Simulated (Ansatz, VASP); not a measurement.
Two plane-wave programs on Ag

Contents of POSCAR:

```
Ag
1.0
   -1.6881260479      1.6881260479      1.6881260479
    1.6881260479     -1.6881260479      1.6881260479
    1.6881260479      1.6881260479     -1.6881260479
Ag
1
Direct
    0.0000000000      0.0000000000      0.0000000000
```

Contents of INCAR.step1:

```
SYSTEM = Ag
PREC = Accurate
ENCUT = 520
EDIFF = 1E-5
ISMEAR = -1
SIGMA = 0.05
LREAL = .FALSE.
LASPH = .TRUE.
NELM = 80
ALGO = Normal
ISIF = 2
LWAVE = .TRUE.
LCHARG = .FALSE.
GGA = PE
NBANDS = 12
```

INCAR.step2

```
SYSTEM = Ag
PREC = Accurate
ENCUT = 520
EDIFF = 1E-6
ISMEAR = -1
SIGMA = 0.05
LREAL = .FALSE.
LASPH = .TRUE.
NELM = 80
ALGO = Normal
ISIF = 2
LWAVE = .FALSE.
LCHARG = .FALSE.
GGA = PE
LHFCALC = .TRUE.
AEXX = 0.25
PRECFOCK = Normal
ISTART = 1
NBANDS = 12
```

File KPOINTS:

```
Automatic mesh
0
G
  6 6 6
  0 0 0
```

The input input.yaml:

```yaml
crystal:
  lattice:
    - [-1.6881260479, 1.6881260479, 1.6881260479]
    - [1.6881260479, -1.6881260479, 1.6881260479]
    - [1.6881260479, 1.6881260479, -1.6881260479]
  atoms:
    - { symbol: Ag, position: [0.0, 0.0, 0.0] }
hamiltonian:
  xc: pbe0
  pseudopotentials: { kind: paw }
kpoints:
  mp_grid: { grid: [6, 6, 6] }
scf:
  occupations: { method: fermi_dirac, width: 0.05 }
output:
  forces: true
  stress: true
  eigenvalues: true
  write_density: true
  write_potential: true
  elf: true
  volumetric_format: npy
```

Alike in both runs: task single point; functional PBE0; k mesh 6 × 6 × 6; occupations fermi-dirac, width 0.05 eV; no spin polarisation.

```csv
,VASP,Ansatz
version,VASP 6.6.1,Ansatz 0.2.0
potentials or method,"VASP PAW PBE potentials, release 64 (Ag)",Ansatz PAW
plane-wave cutoff (eV),520,420
valence electrons in the cell,11,19
```

VASP gave:

| Quantity | Value |
| --- | --- |
| gap on the k mesh at the Fermi level (eV) | none |
| pressure (GPa) | -4.2 |

Problem. What did Ansatz give for the same quantities?

Solution. gap on the k mesh at the Fermi level (eV): none; pressure (GPa): -4.0.

A gap of «none» marks a metal or a gap that the smearing closes. VASP's potentials hold 11 valence electrons a cell and Ansatz's 19, so a difference there can come from the potentials and not from the codes.

The k mesh is coarse, so the values compare programs but aren't converged.
